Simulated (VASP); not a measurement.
Ag: single point with PBEsol

Ag:

```xyz
3
Lattice="4.6164 0.0000 0.0000 -2.3082 3.9980 0.0000 0.0000 0.0000 2.7660" Properties=species:S:1:pos:R:3 pbc="T T T"
Ag   -2.3082    3.9980    0.0000
Ag    0.0000    2.6653    1.3830
Ag    2.3082    1.3327    1.3830
```

| Property | Result |
| --- | --- |
| Program | VASP 6.6.1 |
| Task | single point |
| Functional | PBEsol |
| Potentials or basis | VASP PAW PBE potentials, release 64 (Ag) |
| Cutoff | 520 eV |
| k mesh | 11 × 11 × 15 |
| Occupations | fermi-dirac, width 0.1 eV |
| Spin | no spin polarisation |
| Dipole correction | no |
| Further INCAR settings | ALGO = Normal; EDIFF = 1e-06; NBANDS = 24 |

```
Pressure : -0.2 GPa
```

Stress tensor (GPa, compression positive):
```
-0.10  0.00  0.00
 0.00 -0.10  0.00
 0.00  0.00 -0.45
```

Levels at points of the mesh, in eV from the Fermi level:
```tsv
k point	band 14	band 15	band 16	band 17	band 18	band 19
(0.00, 0.00, 0.00)	-3.91	-2.84	-2.84	4.62	4.62	4.63
```

It took 5.6 min on 1 thread of AMD EPYC 7R13 (shared host), peak memory 0.23 GiB.

Caveat: the PAW data sets were made with another functional, which shifts forces and pressure a little.
